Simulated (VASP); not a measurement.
CSO: single point with PBE

CSO:

```
CELL_PARAMETERS angstrom
9.52147 0.00000 0.00000
0.00000 9.52147 0.00000
0.00000 0.00000 9.52147
ATOMIC_POSITIONS crystal
O 0.58205 0.59125 0.22197
O 0.81444 0.06059 0.35592
O 0.69026 0.80242 0.62255
O 0.07910 0.25747 0.16266
O 0.12958 0.89620 0.23971
O 0.32401 0.32811 0.67390
O 0.27357 0.61994 0.46934
O 0.54715 0.11454 0.87659
C 0.52562 0.48253 0.23163
C 0.78117 0.13625 0.44661
C 0.77341 0.79601 0.71260
C 0.03748 0.23885 0.04867
C 0.16855 0.95729 0.33880
C 0.39055 0.40823 0.73878
C 0.15664 0.58262 0.46467
C 0.53557 0.03050 0.96545
S 0.45014 0.33696 0.24446
S 0.73634 0.23731 0.56850
S 0.88438 0.78771 0.83379
S 0.98179 0.21402 0.89591
S 0.22142 0.03909 0.47143
S 0.47927 0.51626 0.82558
S 0.00007 0.53256 0.45880
S 0.52111 0.91735 0.08393
```

```
Program             : VASP 6.6.1
Task                : single point
Functional          : PBE
Potentials or basis : VASP PAW PBE potentials, release 64 (O_h, C_h, S)
Cutoff              : 1000 eV
k mesh              : 1 × 1 × 1
Occupations         : fermi-dirac, width 0.02 eV
Spin                : no spin polarisation
```

```yaml
Pressure: -0.2 GPa
Largest_force: 0.318 eV/Å
```

Forces in eV/Å, atoms in the order of the input:
```
O   -0.036 -0.088  0.003
O   -0.013  0.046  0.038
O    0.008  0.007 -0.007
O    0.001 -0.001  0.008
O    0.002 -0.006 -0.008
O    0.002 -0.004  0.007
O   -0.033  0.001 -0.011
O   -0.016 -0.013  0.032
C   -0.091 -0.187  0.016
C   -0.050  0.107  0.132
C    0.190 -0.021  0.195
C   -0.106 -0.044 -0.268
C    0.095  0.143  0.242
C    0.162  0.201  0.160
C   -0.279 -0.089 -0.009
C   -0.020 -0.186  0.186
S    0.132  0.260 -0.012
S    0.057 -0.164 -0.180
S   -0.179  0.008 -0.191
S    0.095  0.048  0.261
S   -0.089 -0.144 -0.228
S   -0.164 -0.190 -0.152
S    0.298  0.111 -0.003
S    0.032  0.205 -0.211
```

Stress tensor (GPa, compression positive):
```
-0.17 -0.10 -0.09
-0.10 -0.18 -0.08
-0.09 -0.08 -0.24
```

Levels at points of the mesh, in eV from the Fermi level:
```tsv
k point	band 62	band 63	band 64	band 65	band 66	band 67
(0.00, 0.00, 0.00)	-0.59	-0.58	-0.55	4.48	4.52	4.57
```

Wall time 4.5 min on 1 thread of AMD EPYC 9R45 96-Core Processor (Zen 5), with other jobs on the host, peak memory 1.6 GiB.

Caveat: the k points lie up to 0.66 Å⁻¹ apart.
